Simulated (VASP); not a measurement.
# Co3H in VASP: a series of runs

Runs on Co3H. Level: PBEsol. Tasks: single point.

All numbers are computed with VASP 6.6.1; they aren't measurements. Logs are shortened: lines on timing, memory, paths and dates and some standing lists are left out, and cuts for length are marked.

**1. The cell of the first run**

The cell holds a slab with vacuum, 4 atoms: a = 2.456 Å, b = 2.456 Å, c = 22.969 Å, α = 90.00°, β = 90.00°, γ = 120.00°.

**2. Single point, PBEsol, collinear spin, ferromagnetic start**

File INCAR:

```
SYSTEM = Co3H
PREC = Accurate
ENCUT = 520
EDIFF = 1E-6
ISMEAR = 0
SIGMA = 0.1
LREAL = .FALSE.
LASPH = .TRUE.
NELM = 150
ALGO = Normal
ISIF = 2
LWAVE = .FALSE.
LCHARG = .FALSE.
ISPIN = 2
MAGMOM = 1.94 1.89 1.94 1
LORBIT = 11
LMAXMIX = 4
LDIPOL = .TRUE.
IDIPOL = 3
DIPOL = 0.5 0.5 0.492
GGA = PS
NBANDS = 26
```

File KPOINTS:

```
regular mesh
0
G
  12 12 1
  0 0 0
```

File POSCAR:

```
Co3H
1.0
    2.4564189030      0.0000000000      0.0000000000
   -1.2282094515      2.1273211723      0.0000000000
    0.0000000000      0.0000000000     22.9694710870
Co H
3 1
Direct
    0.6666666667      0.3333333333      0.3700564096
    0.3333333333      0.6666666667      0.4538659424
    0.6666666667      0.3333333333      0.5395902464
    0.6666666667      0.3333333333      0.6038765903
```

Potentials or basis: VASP PAW PBE potentials, release 64 (Co, H).

On the command line:

```sh
$ cat potpaw_PBE.64/Co/POTCAR potpaw_PBE.64/H/POTCAR > POTCAR
$ mpirun -np 1 vasp_std > vasp.out
```

OUTCAR:

```text
SYSTEM = Co3H
   PREC = Accurate
   ENCUT = 520
   EDIFF = 1E-6
   ISMEAR = 0
   LREAL = .FALSE.
   LASPH = .TRUE.
   NELM = 150
   ISIF = 2
   ISPIN = 2
   LORBIT = 11
   GGA = PS

 ion  position               nearest neighbor table
   1  0.667  0.333  0.370-   2 2.39   2 2.39   2 2.39
   2  0.333  0.667  0.454-   1 2.39   1 2.39   1 2.39   3 2.43   3 2.43   3 2.43
   3  0.667  0.333  0.540-   4 1.48   2 2.43   2 2.43   2 2.43
   4  0.667  0.333  0.604-   3 1.48

  LATTYP: Found a hexagonal cell.
 ALAT       =     2.4564189030
 C/A-ratio  =     9.3507956069

  Lattice vectors:

 A1 = (   2.4564189030,   0.0000000000,   0.0000000000)
 A2 = (  -1.2282094515,   2.1273211723,   0.0000000000)
 A3 = (   0.0000000000,   0.0000000000,  22.9694710870)

Analysis of symmetry for initial positions (statically):
=====================================================================
 Subroutine PRICEL returns:
 Original cell was already a primitive cell.

 Routine SETGRP: Setting up the symmetry group for a
 hexagonal supercell.

 Subroutine GETGRP returns: Found  6 space group operations
 (whereof  6 operations were pure point group operations)
 out of a pool of 24 trial point group operations.

The static configuration has the point symmetry C_3v.

Analysis of symmetry for dynamics (positions and initial velocities):
=====================================================================
 Subroutine PRICEL returns:
 Original cell was already a primitive cell.

 Routine SETGRP: Setting up the symmetry group for a
 hexagonal supercell.

 Subroutine GETGRP returns: Found  6 space group operations
 (whereof  6 operations were pure point group operations)
 out of a pool of 24 trial point group operations.

The dynamic configuration has the point symmetry C_3v.

Analysis of structural, dynamic, and magnetic symmetry:
=====================================================================
 Subroutine PRICEL returns:
 Original cell was already a primitive cell.

 Routine SETGRP: Setting up the symmetry group for a
 hexagonal supercell.

 Subroutine GETGRP returns: Found  6 space group operations
 (whereof  6 operations were pure point group operations)
 out of a pool of 24 trial point group operations.

The overall configuration has the point symmetry C_3v.

 Subroutine INISYM returns: Found  6 space group operations
 (whereof  6 operations are pure point group operations),
 and found     1 'primitive' translations

----------------------------------------------------------------------------------------

                                     Primitive cell

  volume of cell :     120.0291

  direct lattice vectors                    reciprocal lattice vectors
     2.456418903  0.000000000  0.000000000     0.407096688  0.235037382  0.000000000
    -1.228209451  2.127321172  0.000000000     0.000000000  0.470074765  0.000000000
     0.000000000  0.000000000 22.969471087     0.000000000  0.000000000  0.043536048

  length of vectors
     2.456418903  2.456418903 22.969471087     0.470074765  0.470074765  0.043536048

  position of ions in fractional coordinates (direct lattice)
     0.666666667  0.333333333  0.370056410
     0.333333333  0.666666667  0.453865942
     0.666666667  0.333333333  0.539590246
     0.666666667  0.333333333  0.603876590

  ion indices of the primitive-cell ions
   primitive index   ion index
                 1           1
                 2           2
                 3           3
                 4           4

----------------------------------------------------------------------------------------

 KPOINTS: regular mesh

Automatic generation of k-mesh.
 Grid dimensions read from file:
 generate k-points for:   12   12    1

 Generating k-lattice:

  Cartesian coordinates                     Fractional coordinates (reciprocal lattice)
     0.033924724  0.019586449  0.000000000     0.083333333 -0.000000000  0.000000000
     0.000000000  0.039172897  0.000000000     0.000000000  0.083333333  0.000000000
     0.000000000  0.000000000  0.043536048     0.000000000  0.000000000  1.000000000

  Length of vectors
     0.039172897  0.039172897  0.043536048

  Shift w.r.t. Gamma in fractional coordinates (k-lattice)
     0.000000000  0.000000000  0.000000000

 Subroutine IBZKPT returns following result:
 ===========================================

 Found     19 irreducible k-points:

 Following reciprocal coordinates:
            Coordinates               Weight
  0.000000  0.000000  0.000000      1.000000
  0.083333 -0.000000  0.000000      6.000000
  0.166667 -0.000000  0.000000      6.000000
  0.250000 -0.000000  0.000000      6.000000
  0.333333 -0.000000  0.000000      6.000000
  0.416667  0.000000  0.000000      6.000000
[... 11 lines left out ...]
  0.333333  0.250000  0.000000     12.000000
  0.333333  0.333333  0.000000      2.000000
   k-points           NKPTS =     19   k-points in BZ     NKDIM =     19   number of bands    NBANDS=     26
   number of dos      NEDOS =    301   number of ions     NIONS =      4
   total plane-waves  NPLWV =  58320
   dimension x,y,z NGX =    18 NGY =   18 NGZ =  180
   dimension x,y,z NGXF=    36 NGYF=   36 NGZF=  360
   ions per type =               3   1
   NGX,Y,Z   is equivalent  to a cutoff of  12.18, 12.18, 13.03 a.u.
   NGXF,Y,Z  is equivalent  to a cutoff of  24.36, 24.36, 26.06 a.u.
 SYSTEM =  Co3H
   PREC   = accura    normal or accurate (medium, high low for compatibility)
   ISTART =      0    job   : 0-new  1-cont  2-samecut
   ICHARG =      2    charge: 1-file 2-atom 10-const
   ISPIN  =      2    spin polarized calculation?
   LNONCOLLINEAR =      F non collinear calculations
   LSORBIT =      F    spin-orbit coupling
   LASPH  =      T    aspherical Exc in radial PAW
   ENCUT  =  520.0 eV  38.22 Ry    6.18 a.u.   4.57  4.57 42.71*2*pi/ulx,y,z
   NELM   =    150;   NELMIN=  2; NELMDL= -5     # of ELM steps
   EDIFF  = 0.1E-05   stopping-criterion for ELM
   LREAL  =      F    real-space projection
   EDIFFG = 0.1E-04   stopping-criterion for IOM
   NSW    =      0    number of steps for IOM
   IBRION =     -1    ionic relax: 0-MD 1-quasi-New 2-CG
   NFREE  =      0    steps in history (QN), initial steepest desc. (CG)
   ISIF   =      2    stress and relaxation
   ISYM   =      2    0-nonsym 1-usesym 2-fastsym
   POTIM  = 0.5000    time-step for ionic-motion
   TEBEG  =    0.0;   TEEND  =   0.0 temperature during run
   PSTRESS=    0.0 pullay stress
   NELECT =      28.0000    total number of electrons
   NUPDOWN=      -1.0000    fix difference up-down
   EMIN   =  10.00;   EMAX   =-10.00  energy-range for DOS
   EFERMI =   0.00;   METHOD = LEGACY
   ISMEAR =     0;   SIGMA  =   0.10  broadening in eV -4-tet -1-fermi 0-gaus
   EFERMI_NEDOS =   21; number of points for ismear=-14 and -15
   IALGO  =     38    algorithm
   IMIX   =      4    mixing-type and parameters
     AMIX     =   0.40;   BMIX     =  1.00
     AMIX_MAG =   1.60;   BMIX_MAG =  1.00
  volume/ion in A,a.u.               =      30.01       202.50
  Fermi-wavevector in a.u.,A,eV,Ry     =   1.007779  1.904426 13.818331  1.015619
  Thomas-Fermi vector in A             =   2.140605
   LORBIT       =     11    0 simple, 1 ext, 2 COOP (PROOUT), +10 PAW based schemes
   GGA     = PS    functional components
   LHFCALC =     F    Hartree Fock is set to
   AEXX    =    0.0000 exact exchange contribution
   IVDW    =     0    specifies the selected vdW correction
   LEPSILON=     F    determine dielectric tensor
   LRPA    =     F    only Hartree local field effects (RPA)
 spin polarized calculation
 Gauss-broadening in eV      SIGMA  =   0.10
  energy-cutoff  :      520.00
  volume of cell :      120.03
 maximum number of plane-waves:      3288
   NGX =  9   NGY =  9   NGZ = 85

 dipolmoment           0.000000      0.000000     -0.006020 electrons x Angstroem

 number of electron      27.9999977 magnetization       4.1132045

 dipolmoment           0.000000      0.000000      0.012029 electrons x Angstroem

 Free energy of the ion-electron system (eV)
  ---------------------------------------------------
  ext. energy  EPLUGINS =         0.00000000
  ---------------------------------------------------
  free energy    TOTEN  =       -24.65957857 eV

  energy without entropy =      -24.63716134  energy(sigma->0) =      -24.64836995

 E-fermi :  -0.9692     XC(G=0):  -4.6698

 val. band max:       -0.9889927591   @ k =   0.3333   0.0833   0.0000
 cond. band min:      -0.9640180493   @ k =   0.1667   0.0833   0.0000
 fundamental gap:      0.0249747098
 Fermi energy:        -0.9691748244

 spin component 1

 k-point     1 :       0.0000    0.0000    0.0000
  band No.  band energies     occupation
      1      -9.5329      1.00000
      2      -7.7960      1.00000
      3      -6.4237      1.00000
      4      -5.5843      1.00000
      5      -3.6475      1.00000
      6      -3.5401      1.00000
[... 18 lines left out ...]
     25       7.7780      0.00000
     26       8.4029      0.00000

 k-point     2 :       0.0833   -0.0000    0.0000
  band No.  band energies     occupation
      1      -9.2903      1.00000
      2      -7.5758      1.00000
      3      -6.2310      1.00000
      4      -5.4784      1.00000
      5      -3.7571      1.00000
      6      -3.6415      1.00000
[... 18 lines left out ...]
     25       8.0059      0.00000
[... 463 lines left out ...]
     25      11.3304      0.00000
     26      11.9842      0.00000

 k-point    19 :       0.3333    0.3333    0.0000
  band No.  band energies     occupation
      1      -5.1951      1.00000
      2      -4.9283      1.00000
      3      -4.7944      1.00000
      4      -4.7240      1.00000
      5      -4.6293      1.00000
      6      -3.7237      1.00000
[... 18 lines left out ...]
     25      11.0251      0.00000
     26      11.8642      0.00000
 Fermi energy:        -0.9691748244

 spin component 2

 k-point     1 :       0.0000    0.0000    0.0000
  band No.  band energies     occupation
      1      -9.4935      1.00000
      2      -7.7742      1.00000
      3      -6.0093      1.00000
      4      -5.1804      1.00000
      5      -2.3721      1.00000
      6      -2.1007      1.00000
[... 18 lines left out ...]
     25       7.7593      0.00000
     26       8.4998      0.00000

 k-point     2 :       0.0833   -0.0000    0.0000
  band No.  band energies     occupation
      1      -9.2499      1.00000
      2      -7.5533      1.00000
      3      -5.8114      1.00000
      4      -5.0423      1.00000
      5      -2.5238      1.00000
      6      -2.2748      1.00000
[... 18 lines left out ...]
     25       7.9906      0.00000
[... 463 lines left out ...]
     25      11.5402      0.00000
     26      12.1508      0.00000

 k-point    19 :       0.3333    0.3333    0.0000
  band No.  band energies     occupation
      1      -4.1265      1.00000
      2      -4.0690      1.00000
      3      -3.9255      1.00000
      4      -3.8160      1.00000
      5      -3.3807      1.00000
      6      -2.6811      1.00000
[... 18 lines left out ...]
     25      11.4851      0.00000
     26      12.0382      0.00000

------------------------ aborting loop because EDIFF is reached ----------------------------------------

 vacuum level on the upper side and lower side of the slab       (xc-potential included)         0.200        -0.201

  FORCE on cell =-STRESS in cart. coord.  units (eV):
  Direction    XX          YY          ZZ          XY          YZ          ZX
  --------------------------------------------------------------------------------------
  -------------------------------------------------------------------------------------
  Total       -2.0381116     -2.0381116     -0.1196281      0.0000000      0.0000000      0.0000000
  in kB      -27.2052089    -27.2052089     -1.5968247      0.0000000      0.0000000      0.0000000
  external PRESSURE =     -18.6690809 kB  Pullay stress =       0.0000000 kB

 VOLUME and BASIS-vectors are now :
 -----------------------------------------------------------------------------
  energy-cutoff  :      520.00
  volume of cell :      120.03
      direct lattice vectors                 reciprocal lattice vectors
     2.456418903  0.000000000  0.000000000     0.407096688  0.235037382  0.000000000
    -1.228209451  2.127321172  0.000000000     0.000000000  0.470074765  0.000000000
     0.000000000  0.000000000 22.969471087     0.000000000  0.000000000  0.043536048

 POSITION                                       TOTAL-FORCE (eV/Angst)
 -----------------------------------------------------------------------------------
      1.22821      0.70911      8.50000         0.000000      0.000000      0.035218
     -0.00000      1.41821     10.42506         0.000000     -0.000000     -0.006522
      1.22821      0.70911     12.39410        -0.000000     -0.000000     -0.041728
      1.22821      0.70911     13.87073         0.000000     -0.000000      0.013032
 -----------------------------------------------------------------------------------
    total drift:                               -0.000000     -0.000000     -0.001129

  FREE ENERGIE OF THE ION-ELECTRON SYSTEM (eV)
  ---------------------------------------------------
  free  energy   TOTEN  =       -24.6595785667 eV

  energy  without entropy=      -24.6371613430  energy(sigma->0) =      -24.64836995

 vacuum level on the upper side and lower side of the slab         4.533         4.154

 total charge

# of ion       s       p       d       tot
------------------------------------------
    1        0.501   0.448   7.261   8.210
    2        0.513   0.578   7.313   8.404
    3        0.524   0.551   7.306   8.382
    4        0.483   0.017   0.000   0.501
--------------------------------------------------
tot          2.022   1.596  21.880  25.497

 magnetization (x)

# of ion       s       p       d       tot
------------------------------------------
    1       -0.013  -0.037   1.713   1.662
    2       -0.015  -0.051   1.518   1.451
    3       -0.011  -0.044   1.141   1.087
    4       -0.037   0.000   0.000  -0.036
--------------------------------------------------
tot         -0.077  -0.132   4.372   4.163
```

Run time: 4.7 min. Hardware: 1 thread of Intel Xeon Platinum 8259CL at 2.50GHz (Skylake/Cascade Lake), shared host; peak memory 0.32 GiB.

What came out:

- Free energy: -24.6596 eV
- Largest force: 0.042 eV/Å
- Net moment: 4.11 μB per cell
- Site moments: Co +1.66, +1.45, +1.09; H -0.04 μB
- Valence electrons inside the program's atomic spheres: Co 8.21, 8.40, 8.38; H 0.50

Forces in eV/Å, atoms in the order of the input:
```
Co   0.000  0.000  0.035
Co   0.000  0.000 -0.007
Co   0.000  0.000 -0.042
H    0.000  0.000  0.013
```

Caveat: the PAW data sets were made with another functional, which shifts forces and pressure a little.

**3. Single point, PBEsol, collinear spin, ferromagnetic start**

File INCAR:

```
SYSTEM = Co3H
ALGO     = Normal         ! electronic algorithm
DIPOL    = 0.5 0.5 0.486
EDIFF    = 1E-6           ! SCF threshold, eV
ENCUT    = 520            ! plane-wave cutoff, eV
GGA      = PS             ! functional
IDIPOL   = 3            
ISIF     = 2              ! what is computed and relaxed
ISMEAR   = 0              ! smearing method
ISPIN    = 2              ! spin polarisation
LASPH    = .TRUE.         ! aspherical terms in the spheres
LCHARG   = .TRUE.         ! write CHGCAR
LDIPOL   = .TRUE.       
LELF     = .TRUE.         ! ELF
LMAXMIX  = 4              ! l up to which the mixer works
LORBIT   = 11             ! projections on sites
LREAL    = .FALSE.        ! projectors in reciprocal space
LVACPOTAV= .TRUE.       
LVHAR    = .TRUE.       
LWAVE    = .FALSE.        ! write WAVECAR
MAGMOM   = 1.94 1.89 1.94 1 ! initial moments
NBANDS   = 26             ! bands
NELM     = 150            ! most SCF steps
PREC     = Accurate       ! precision mode
SIGMA    = 0.1            ! smearing width, eV
```

File KPOINTS:

```
k-points
0
G
  12 12 1
  0 0 0
```

File POSCAR:

```
Co3H
1.0
    2.4564189030      0.0000000000      0.0000000000
   -1.2282094515      2.1273211723      0.0000000000
    0.0000000000      0.0000000000     22.9694710870
Co H
3 1
Direct
    0.6666666667      0.3333333333      0.3700564096
    0.3333333333      0.6666666667      0.4536573419
    0.6666666667      0.3333333333      0.5399830435
    0.0000000000      0.0000000000      0.5793620940
```

Potentials or basis: VASP PAW PBE potentials, release 64 (Co, H).

On the command line:

```sh
$ cat potpaw_PBE.64/Co/POTCAR potpaw_PBE.64/H/POTCAR > POTCAR
$ mpirun -np 1 vasp_std > vasp.out
```

Wall time 5 min (1 thread of Intel Xeon Platinum 8259CL at 2.50GHz (Skylake/Cascade Lake), shared host); peak memory 0.31 GiB.

The run converged. Its results:

* Free energy: -25.5156 eV
* Largest force: 0.037 eV/Å
* Net moment: 4.41 μB per cell
* Site moments: Co +1.60, +1.62, +1.21; H -0.01 μB
* Valence electrons inside the program's atomic spheres: Co 8.22, 8.38, 8.46; H 0.56

Forces on the atoms (eV/Å):
```
Co   0.000  0.000  0.030
Co   0.000  0.000  0.005
Co   0.000  0.000 -0.037
H    0.000  0.000  0.002
```

Levels at points of the mesh, in eV from the Fermi level:
Spin up:
| k point | band 14 | band 15 | band 16 | band 17 | band 18 | band 19 |
| --- | --- | --- | --- | --- | --- | --- |
| (0.00, 0.00, 0.00) | -1.62 | -0.95 | -0.95 | -0.76 | -0.76 | -0.27 |
| (0.50, 0.00, 0.00) | -0.38 | -0.34 | -0.01 | 1.32 | 2.87 | 4.66 |
Spin down:
| k point | band 9 | band 10 | band 11 | band 12 | band 13 | band 14 |
| --- | --- | --- | --- | --- | --- | --- |
| (0.00, 0.00, 0.00) | -1.15 | -1.11 | -0.83 | -0.83 | -0.05 | 0.00 |
| (0.50, 0.00, 0.00) | -0.78 | -0.15 | 0.39 | 0.95 | 1.01 | 1.07 |

Caveat: the PAW data sets were made with another functional, which shifts forces and pressure a little.
